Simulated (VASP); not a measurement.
# SnH5 (P-6m2) in VASP: notebook

Runs on SnH5. Level: PBE. Tasks: relaxation of cell and atoms.

Everything below comes from runs of VASP 6.6.1. Logs are shortened: lines on timing, memory, paths and dates and some standing lists are left out, and cuts for length are marked.

## Step 1: The cell of the first run

Symmetry: P-6m2, No. 187, hexagonal system. Conventional cell: a = 2.626 Å, b = 2.626 Å, c = 13.477 Å, α = 90.00°, β = 90.00°, γ = 120.00°. Within 3.5 Å of Sn (site symmetry -6m2) lie 6 Sn at 2.63 Å and 6 H at 2.88 Å. H (site symmetry 3m) has 9 H at 2.62 to 2.63 Å and 3 Sn at 2.88 Å within 3.5 Å. Within 3.5 Å of H (site symmetry 3m) lie 12 H at 2.62 to 2.63 Å. H (site symmetry -6m2) has 12 H at 2.63 Å within 3.5 Å.

The cell was built from a structure type or drawn by symmetry, and may not be a known phase.

## Step 2: Relaxation of cell and atoms, PBE

Contents of INCAR:

```
SYSTEM = SnH5
ALGO = Normal
EDIFF = 1E-7
EDIFFG = -0.04
ENCUT = 910
GGA = PE
GGA_COMPAT = .False.
IBRION = 2
ISIF = 3
ISMEAR = 0
LASPH = .True.
LCHARG = .False.
LREAL = .False.
LWAVE = .False.
NELM = 120
NELMIN = 4
NSW = 90
PREC = Accurate
SIGMA = 0.1
```

Contents of KPOINTS:

```
k-points
0
Gamma
  6 6 2
  0 0 0
```

Contents of POSCAR:

```
SnH5
1.0
    2.6255880400      0.0000000000      0.0000000000
   -1.3127940200      2.2738259400      0.0000000000
    0.0000000000      0.0000000000     13.4769228700
Sn H
1 5
Direct
    0.3333333300      0.6666666700      0.0000000000
    0.6666666700      0.3333333300      0.8184250000
    0.3333333300      0.6666666700      0.6598208500
    0.6666666700      0.3333333300      0.5000000000
    0.3333333300      0.6666666700      0.3401791500
    0.6666666700      0.3333333300      0.1815750000
```

Potentials or basis: VASP PAW PBE potentials, release 64 (Sn_d, H_h).

On the command line:

```bash
$ cat potpaw_PBE.64/Sn_d/POTCAR potpaw_PBE.64/H_h/POTCAR > POTCAR
$ mpirun -np 1 vasp_std > vasp.out
```

OUTCAR:

```text
SYSTEM = SnH5
   EDIFF = 1E-7
   EDIFFG = -0.04
   ENCUT = 910
   GGA = PE
   IBRION = 2
   ISIF = 3
   ISMEAR = 0
   LASPH = .True.
   LREAL = .False.
   NELM = 120
   NELMIN = 4
   NSW = 90
   PREC = Accurate

 ion  position               nearest neighbor table
   1  0.333  0.667  0.000-
   2  0.667  0.333  0.818-
   3  0.333  0.667  0.660-
   4  0.667  0.333  0.500-
   5  0.333  0.667  0.340-
   6  0.667  0.333  0.182-

  LATTYP: Found a hexagonal cell.
 ALAT       =     2.6255880400
 C/A-ratio  =     5.1329160038

  Lattice vectors:

 A1 = (   2.6255880400,   0.0000000000,   0.0000000000)
 A2 = (  -1.3127940200,   2.2738259400,   0.0000000000)
 A3 = (   0.0000000000,   0.0000000000,  13.4769228700)

Analysis of symmetry for initial positions (statically):
=====================================================================
 Subroutine PRICEL returns:
 Original cell was already a primitive cell.

 Routine SETGRP: Setting up the symmetry group for a
 hexagonal supercell.

 Subroutine GETGRP returns: Found 12 space group operations
 (whereof 12 operations were pure point group operations)
 out of a pool of 24 trial point group operations.

The static configuration has the point symmetry D_3h.

Analysis of symmetry for dynamics (positions and initial velocities):
=====================================================================
 Subroutine PRICEL returns:
 Original cell was already a primitive cell.

 Routine SETGRP: Setting up the symmetry group for a
 hexagonal supercell.

 Subroutine GETGRP returns: Found 12 space group operations
 (whereof 12 operations were pure point group operations)
 out of a pool of 24 trial point group operations.

The dynamic configuration has the point symmetry D_3h.

 Subroutine INISYM returns: Found 12 space group operations
 (whereof 12 operations are pure point group operations),
 and found     1 'primitive' translations

----------------------------------------------------------------------------------------

                                     Primitive cell

  volume of cell :      80.4590

  direct lattice vectors                    reciprocal lattice vectors
     2.625588040  0.000000000  0.000000000     0.380867061  0.219893700  0.000000000
    -1.312794020  2.273825940  0.000000000     0.000000000  0.439787401  0.000000000
     0.000000000  0.000000000 13.476922870     0.000000000  0.000000000  0.074200914

  length of vectors
     2.625588040  2.625588038 13.476922870     0.439787400  0.439787401  0.074200914

  position of ions in fractional coordinates (direct lattice)
     0.333333330  0.666666670  0.000000000
     0.666666670  0.333333330  0.818425000
     0.333333330  0.666666670  0.659820850
     0.666666670  0.333333330  0.500000000
     0.333333330  0.666666670  0.340179150
     0.666666670  0.333333330  0.181575000

  ion indices of the primitive-cell ions
   primitive index   ion index
                 1           1
                 2           2
                 3           3
                 4           4
                 5           5
                 6           6

----------------------------------------------------------------------------------------

 KPOINTS: k-points

Automatic generation of k-mesh.
 Grid dimensions read from file:
 generate k-points for:    6    6    2

 Generating k-lattice:

  Cartesian coordinates                     Fractional coordinates (reciprocal lattice)
     0.063477843  0.036648950  0.000000000     0.166666667 -0.000000000  0.000000000
     0.000000000  0.073297900  0.000000000     0.000000000  0.166666667  0.000000000
     0.000000000  0.000000000  0.037100457     0.000000000  0.000000000  0.500000000

  Length of vectors
     0.073297900  0.073297900  0.037100457

  Shift w.r.t. Gamma in fractional coordinates (k-lattice)
     0.000000000  0.000000000  0.000000000

 Subroutine IBZKPT returns following result:
 ===========================================

 Found     14 irreducible k-points:

 Following reciprocal coordinates:
            Coordinates               Weight
  0.000000  0.000000  0.000000      1.000000
  0.166667  0.000000  0.000000      6.000000
  0.333333  0.000000  0.000000      6.000000
  0.500000  0.000000  0.000000      3.000000
  0.166667  0.166667  0.000000      6.000000
  0.333333  0.166667  0.000000     12.000000
  0.333333  0.333333  0.000000      2.000000
  0.000000  0.000000  0.500000      1.000000
  0.166667  0.000000  0.500000      6.000000
  0.333333  0.000000  0.500000      6.000000
  0.500000  0.000000  0.500000      3.000000
  0.166667  0.166667  0.500000      6.000000
  0.333333  0.166667  0.500000     12.000000
  0.333333  0.333333  0.500000      2.000000
   k-points           NKPTS =     14   k-points in BZ     NKDIM =     14   number of bands    NBANDS=     13
   number of dos      NEDOS =    301   number of ions     NIONS =      6
   total plane-waves  NPLWV = 109760
   dimension x,y,z NGX =    28 NGY =   28 NGZ =  140
   dimension x,y,z NGXF=    56 NGYF=   56 NGZF=  280
   ions per type =               1   5
   NGX,Y,Z   is equivalent  to a cutoff of  17.73, 17.73, 17.27 a.u.
   NGXF,Y,Z  is equivalent  to a cutoff of  35.46, 35.46, 34.54 a.u.
 SYSTEM =  SnH5
   PREC   = accura    normal or accurate (medium, high low for compatibility)
   ISTART =      0    job   : 0-new  1-cont  2-samecut
   ICHARG =      2    charge: 1-file 2-atom 10-const
   ISPIN  =      1    spin polarized calculation?
   LNONCOLLINEAR =      F non collinear calculations
   LSORBIT =      F    spin-orbit coupling
   LASPH  =      T    aspherical Exc in radial PAW
   ENCUT  =  910.0 eV  66.88 Ry    8.18 a.u.   6.46  6.46 33.15*2*pi/ulx,y,z
   NELM   =    120;   NELMIN=  4; NELMDL= -5     # of ELM steps
   EDIFF  = 0.1E-06   stopping-criterion for ELM
   LREAL  =      F    real-space projection
   EDIFFG = -.4E-01   stopping-criterion for IOM
   NSW    =     90    number of steps for IOM
   IBRION =      2    ionic relax: 0-MD 1-quasi-New 2-CG
   NFREE  =      1    steps in history (QN), initial steepest desc. (CG)
   ISIF   =      3    stress and relaxation
   ISYM   =      2    0-nonsym 1-usesym 2-fastsym
   POTIM  = 0.5000    time-step for ionic-motion
   TEBEG  =    0.0;   TEEND  =   0.0 temperature during run
   PSTRESS=    0.0 pullay stress
   NELECT =      19.0000    total number of electrons
   NUPDOWN=      -1.0000    fix difference up-down
   EMIN   =  10.00;   EMAX   =-10.00  energy-range for DOS
   EFERMI =   0.00;   METHOD = LEGACY
   ISMEAR =     0;   SIGMA  =   0.10  broadening in eV -4-tet -1-fermi 0-gaus
   EFERMI_NEDOS =   21; number of points for ismear=-14 and -15
   IALGO  =     38    algorithm
   IMIX   =      4    mixing-type and parameters
     AMIX     =   0.40;   BMIX     =  1.00
     AMIX_MAG =   1.60;   BMIX_MAG =  1.00
  volume/ion in A,a.u.               =      13.41        90.49
  Fermi-wavevector in a.u.,A,eV,Ry     =   1.011893  1.912200 13.931374  1.023927
  Thomas-Fermi vector in A             =   2.144970
   LORBIT       =      0    0 simple, 1 ext, 2 COOP (PROOUT), +10 PAW based schemes
   GGA     = PE    functional components
   LHFCALC =     F    Hartree Fock is set to
   AEXX    =    0.0000 exact exchange contribution
   IVDW    =     0    specifies the selected vdW correction
   LEPSILON=     F    determine dielectric tensor
   LRPA    =     F    only Hartree local field effects (RPA)
 conjugate gradient relaxation of ions
 non-spin polarized calculation
 Gauss-broadening in eV      SIGMA  =   0.10
  energy-cutoff  :      910.00
  volume of cell :       80.46
 maximum number of plane-waves:      5072
 NGX is ok and might be reduce to    28
   NGX = 13   NGY = 13   NGZ = 67

--------------------------------------- Ionic step        1  -------------------------------------------

 number of electron      19.0000000 magnetization

 Free energy of the ion-electron system (eV)
  ---------------------------------------------------
  ext. energy  EPLUGINS =         0.00000000
  ---------------------------------------------------
  free energy    TOTEN  =        -7.92642863 eV

  energy without entropy =       -7.90633768  energy(sigma->0) =       -7.91638316

------------------------ aborting loop because EDIFF is reached ----------------------------------------

  FORCE on cell =-STRESS in cart. coord.  units (eV):
  Direction    XX          YY          ZZ          XY          YZ          ZX
  --------------------------------------------------------------------------------------
  -------------------------------------------------------------------------------------
  Total        8.5758416      8.5758416     -8.1372977      0.0000000     -0.0000000      0.0000000
  in kB      170.7704755    170.7704751   -162.0377634      0.0000000     -0.0000000      0.0000000
  external PRESSURE =      59.8343957 kB  Pullay stress =       0.0000000 kB
[... 784 lines left out ...]
 k-point    14 :       0.3333    0.3333    0.5000
  band No.  band energies     occupation
      1     -16.9086      2.00000
      2     -16.8059      2.00000
      3     -16.7942      2.00000
      4     -16.7735      2.00000
      5     -16.7420      2.00000
      6      -5.1266      2.00000
      7      -2.3898      2.00000
      8      -1.7124      2.00000
      9      -0.7144      2.00000
     10       3.0102      2.00000
     11       7.4699      0.00000
     12      11.4348      0.00000
     13      11.8395      0.00000

[... ionic steps 4 to 32 ...]

--------------------------------------- Ionic step       33  -------------------------------------------

 number of electron      19.0000004 magnetization

------------------------ aborting loop because EDIFF is reached ----------------------------------------

  FORCE on cell =-STRESS in cart. coord.  units (eV):
  Direction    XX          YY          ZZ          XY          YZ          ZX
  --------------------------------------------------------------------------------------
  -------------------------------------------------------------------------------------
  Total       -0.0436202     -0.0436202      0.5011464     -0.0000000     -0.0000000      0.0000000
  in kB       -1.1843492     -1.1843492     13.6068077     -0.0000000     -0.0000000      0.0000000
  external PRESSURE =       3.7460364 kB  Pullay stress =       0.0000000 kB
[... 65 lines left out ...]
  energy  without entropy=      -18.2790585261  energy(sigma->0) =      -18.28376071

--------------------------------------- Ionic step       35  -------------------------------------------

 number of electron      19.0000004 magnetization

 Free energy of the ion-electron system (eV)
  ---------------------------------------------------
  ext. energy  EPLUGINS =         0.00000000
  ---------------------------------------------------
  free energy    TOTEN  =       -18.28931000 eV

  energy without entropy =      -18.27985661  energy(sigma->0) =      -18.28458331

 E-fermi :   3.2746     XC(G=0):  -8.7346

 val. band max:        3.2422443744   @ k =   0.3333   0.1667   0.5000
 cond. band min:       3.4069147667   @ k =   0.0000   0.0000   0.5000
 fundamental gap:      0.1646703924
 Fermi energy:         3.2746125448

 k-point     1 :       0.0000    0.0000    0.0000
  band No.  band energies     occupation
      1     -18.6419      2.00000
      2     -18.5427      2.00000
      3     -18.5427      2.00000
      4     -18.5086      2.00000
      5     -18.5086      2.00000
      6      -8.0034      2.00000
      7      -3.6201      2.00000
      8      -1.3369      2.00000
      9      -0.9375      2.00000
     10       7.3780      0.00000
     11       8.2986      0.00000
     12       8.2986      0.00000
[... 240 lines left out ...]
  FREE ENERGIE OF THE ION-ELECTRON SYSTEM (eV)
  ---------------------------------------------------
  free  energy   TOTEN  =       -18.2893100006 eV

  energy  without entropy=      -18.2798566116  energy(sigma->0) =      -18.28458331

 reached required accuracy - stopping structural energy minimisation
```

Wall time 19 min (1 thread of Intel Xeon Platinum 8375C at 2.90GHz (Ice Lake), shared host); peak memory 0.39 GiB.

Results:

```yaml
Free_energy: -18.2893 eV
Relaxed_volume: 9.85 Å³/atom
Relaxed_cell: a = 3.582 Å, b = 3.582 Å, c = 5.321 Å, α = 90.00°, β = 90.00°, γ = 120.00°
Space_group_after_relaxing_to_0.1_Å: P-6m2 (No. 187)
Pressure_after_relaxing: 0.1 GPa
Largest_force_after_relaxing: 0.037 eV/Å
Band_gap_on_the_k_mesh: zero (an odd number of electrons rules out a gap without spin polarisation)
```

Forces in eV/Å, atoms in the order of the input:
```
Sn   0.000  0.000  0.000
H    0.000  0.000 -0.037
H    0.000  0.000  0.017
H    0.000  0.000  0.000
H    0.000  0.000 -0.017
H    0.000  0.000  0.037
```

Final structure:
```
Sn H
1.0
     3.58195    0.00000    0.00000
    -1.79098    3.10206    0.00000
     0.00000    0.00000    5.32149
Sn H
1 5
Direct
  0.33333 0.66667 0.00000
  0.66667 0.33333 0.68329
  0.33333 0.66667 0.57301
  0.66667 0.33333 0.50000
  0.33333 0.66667 0.42699
  0.66667 0.33333 0.31671
```

Caveat: the k points lie up to 0.59 Å⁻¹ apart in the final cell, too coarse for converged energies and pressures of a metal; the volume moved by over 15 % at a fixed basis, so the end points are rough; spin-orbit coupling is left out, which moves the levels of the heavy elements.

## Step 3: Relaxation of cell and atoms, PBE

This run uses another cell than the first one, of 10.11 Å³/atom.

Contents of INCAR:

```
PREC = Accurate ; ENCUT = 910
EDIFF = 1E-7 ; ISMEAR = 0
SIGMA = 0.1 ; LREAL = F
LASPH = T ; NELM = 120
ALGO = Normal ; ISIF = 3
LWAVE = F ; LCHARG = F
GGA = PE ; IBRION = 2
NSW = 90 ; EDIFFG = -0.04
GGA_COMPAT = F ; NELMIN = 4
```

Contents of KPOINTS:

```
regular mesh
0
Gamma
  6 6 4
```

Contents of POSCAR:

```
SnH5
1.0
    3.6179886405      0.0000000000      0.0000000000
   -1.8089943202      3.1332700732      0.0000000000
    0.0000000000      0.0000000000      5.3527113469
Sn H
1 5
Direct
    0.3333333333      0.6666666667      0.0000000000
    0.6666666667      0.3333333333      0.6816706880
    0.3333333333      0.6666666667      0.5725164361
    0.6666666667      0.3333333333      0.5000000000
    0.3333333333      0.6666666667      0.4274835639
    0.6666666667      0.3333333333      0.3183293120
```

Potentials or basis: VASP PAW PBE potentials, release 64 (Sn_d, H_h).

On the command line:

```bash
$ cat potpaw_PBE.64/Sn_d/POTCAR potpaw_PBE.64/H_h/POTCAR > POTCAR
$ mpirun -np 1 vasp_std > vasp.out
```

OUTCAR:

```text
PREC = Accurate
   ENCUT = 910
   EDIFF = 1E-7
   ISMEAR = 0
   LREAL = F
   LASPH = T
   NELM = 120
   ISIF = 3
   GGA = PE
   IBRION = 2
   NSW = 90
   EDIFFG = -0.04
   NELMIN = 4

 ion  position               nearest neighbor table
   1  0.333  0.667  0.000-   3 2.29   5 2.29
   2  0.667  0.333  0.682-
   3  0.333  0.667  0.573-   5 0.78   1 2.29
   4  0.667  0.333  0.500-
   5  0.333  0.667  0.427-   3 0.78   1 2.29
   6  0.667  0.333  0.318-

  LATTYP: Found a hexagonal cell.
 ALAT       =     3.6179886405
 C/A-ratio  =     1.4794715735

  Lattice vectors:
[... 192 lines left out ...]
  -------------------------------------------------------------------------------------
  Total       -0.7598168     -0.7598168      1.1418319     -0.0000000      0.0000000      0.0000000
  in kB      -20.0622942    -20.0622942     30.1490692     -0.0000000      0.0000000      0.0000000
  external PRESSURE =      -3.3251731 kB  Pullay stress =       0.0000000 kB
[... 227 lines left out ...]
--------------------------------------- Ionic step        7  -------------------------------------------

 number of electron      19.0000001 magnetization

 Free energy of the ion-electron system (eV)
  ---------------------------------------------------
  ext. energy  EPLUGINS =         0.00000000
  ---------------------------------------------------
  free energy    TOTEN  =       -18.39863200 eV

  energy without entropy =      -18.39680468  energy(sigma->0) =      -18.39771834

 E-fermi :   2.8813     XC(G=0):  -8.7763

 val. band max:        2.7852825751   @ k =   0.5000   0.0000   0.2500
 cond. band min:       3.1713252899   @ k =   0.0000   0.0000   0.5000
 fundamental gap:      0.3860427148
 Fermi energy:         2.8813402765

 k-point     1 :       0.0000    0.0000    0.0000
  band No.  band energies     occupation
      1     -18.8357      2.00000
      2     -18.7398      2.00000
      3     -18.7398      2.00000
      4     -18.7329      2.00000
      5     -18.7329      2.00000
      6      -7.8853      2.00000
      7      -4.4256      2.00000
      8      -1.4325      2.00000
      9      -0.1543      2.00000
     10       7.5893      0.00000
     11       9.0348      0.00000
     12       9.0348      0.00000
     13      12.1650      0.00000
[... 351 lines left out ...]
  FREE ENERGIE OF THE ION-ELECTRON SYSTEM (eV)
  ---------------------------------------------------
  free  energy   TOTEN  =       -18.3986320049 eV

  energy  without entropy=      -18.3968046828  energy(sigma->0) =      -18.39771834

 reached required accuracy - stopping structural energy minimisation
```

Wall time 2.6 min (1 thread of Intel Xeon Platinum 8259CL at 2.50GHz (Skylake/Cascade Lake), shared host); peak memory 0.28 GiB.

Results:

| Item | Value |
| --- | --- |
| Free energy | -18.3986 eV |
| Relaxed volume | 9.80 Å³/atom |
| Relaxed cell | a = 3.467 Å, b = 3.467 Å, c = 5.645 Å, α = 90.00°, β = 90.00°, γ = 120.00° |
| Space group after relaxing (to 0.1 Å) | P-6m2 (No. 187) |
| Energy gained by relaxing | 12.2 meV/atom |
| Ionic steps | 7 |
| Pressure after relaxing | 0.4 GPa |
| Largest force after relaxing | 0.032 eV/Å |
| Band gap on the k mesh | zero (an odd number of electrons rules out a gap without spin polarisation) |

Forces on the atoms (eV/Å):
```
Sn   0.000  0.000  0.000
H    0.000  0.000 -0.017
H    0.000  0.000  0.032
H    0.000  0.000  0.000
H    0.000  0.000 -0.032
H    0.000  0.000  0.017
```

Step by step:
| step | energy change (eV) | largest force (eV/Å) | pressure (GPa) | volume (Å³) |
| --- | --- | --- | --- | --- |
| 1 | 0.0000 | 0.1394 | -0.33 | 60.68 |
| 2 | -0.0191 | 0.1314 | -0.35 | 60.49 |
| 3 | -0.0460 | 0.4943 | -0.23 | 59.87 |
| 4 | -0.0554 | 0.3835 | -0.47 | 59.73 |
| 5 | -0.0585 | 0.3862 | -0.69 | 59.58 |
| 6 | -0.0660 | 0.2878 | -0.40 | 59.35 |
| 7 | -0.0733 | 0.0321 | 0.35 | 58.78 |

Final structure:
```yaml
crystal:
  lattice:
    - [3.46733, 0.00000, 0.00000]
    - [-1.73367, 3.00280, 0.00000]
    - [0.00000, 0.00000, 5.64535]
  atoms:
    - { symbol: Sn, position: [0.33333, 0.66667, 0.00000] }
    - { symbol: H, position: [0.66667, 0.33333, 0.67077] }
    - { symbol: H, position: [0.33333, 0.66667, 0.56782] }
    - { symbol: H, position: [0.66667, 0.33333, 0.50000] }
    - { symbol: H, position: [0.33333, 0.66667, 0.43218] }
    - { symbol: H, position: [0.66667, 0.33333, 0.32923] }
```

Caveat: spin-orbit coupling is left out, which moves the levels of the heavy elements.

[end of part 1 of 2]
